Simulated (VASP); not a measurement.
**Fe: single point with PBE**

Crystal: Fe.

```
Fe
1.0
    -1.41631    1.41631    1.41631
     1.41631   -1.41631    1.41631
     1.41631    1.41631   -1.41631
Fe
1
Direct
  0.00000 0.00000 0.00000
```

- Program: VASP 6.6.1
- Task: single point
- Functional: PBE
- Potentials or basis: VASP PAW PBE potentials, release 64 (Fe)
- Cutoff: 520 eV
- k mesh: 15 × 15 × 15
- Occupations: methfessel-paxton, width 0.6 eV
- Spin: collinear spin, ferromagnetic start
- Starting moments: [2.208] μB

| Quantity | Value |
| --- | --- |
| Pressure | -0.9 GPa |
| Net moment | 2.18 μB per cell |
| Site moments | Fe +2.18 μB |
| Valence electrons inside the program's atomic spheres | Fe 7.27 |

Levels at points of the mesh, in eV from the Fermi level:
Spin up:
```tsv
k point	band 2	band 3	band 4	band 5	band 6	band 7	band 8	band 9
(0.00, 0.00, 0.00)	-2.28	-2.28	-2.28	-1.08	-1.08	25.04	25.04	25.04
```
Spin down:
```csv
k point,band 1,band 2,band 3,band 4,band 5,band 6,band 7
"(0.00, 0.00, 0.00)",-8.25,-0.39,-0.39,-0.39,1.69,1.69,24.78
```

It took 52 s on 1 thread of Intel Xeon 8259CL, on a shared host, peak memory 0.15 GiB.

Caveat: so wide a smearing shifts energies and pressures.
